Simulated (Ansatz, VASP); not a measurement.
# SiO2: VASP beside Ansatz

```
CELL_PARAMETERS angstrom
-2.46250 2.46250 3.64367
2.46250 -2.46250 3.64367
2.46250 2.46250 -3.64367
ATOMIC_POSITIONS crystal
Si 0.00000 0.00000 0.00000
Si 0.75000 0.25000 0.50000
O 0.97428 0.62500 0.84928
O 0.37500 0.22428 0.34928
O 0.77572 0.12500 0.15072
O 0.87500 0.02572 0.65072
```

Alike in both runs: task single point; functional LDA; k mesh 8 × 8 × 8; occupations gaussian, width 0.02 eV; no spin polarisation.

```csv
,VASP,Ansatz
version,VASP 6.6.1,Ansatz 0.2.0
potentials or method,"VASP PAW LDA potentials, release 64 (Si, O), cutoff 520 eV","scalar-relativistic, plane waves, PAW"
valence electrons in the cell,32,32
```

```tsv
	VASP	Ansatz	Ansatz less VASP
gap on the k mesh at the Fermi level (eV)	5.76	5.76	+0.001
least direct gap on the mesh (eV)	5.76	5.76	+0.001
```

LDA's correlation is that of Perdew and Zunger in VASP and of Perdew and Wang (1992) in Ansatz.
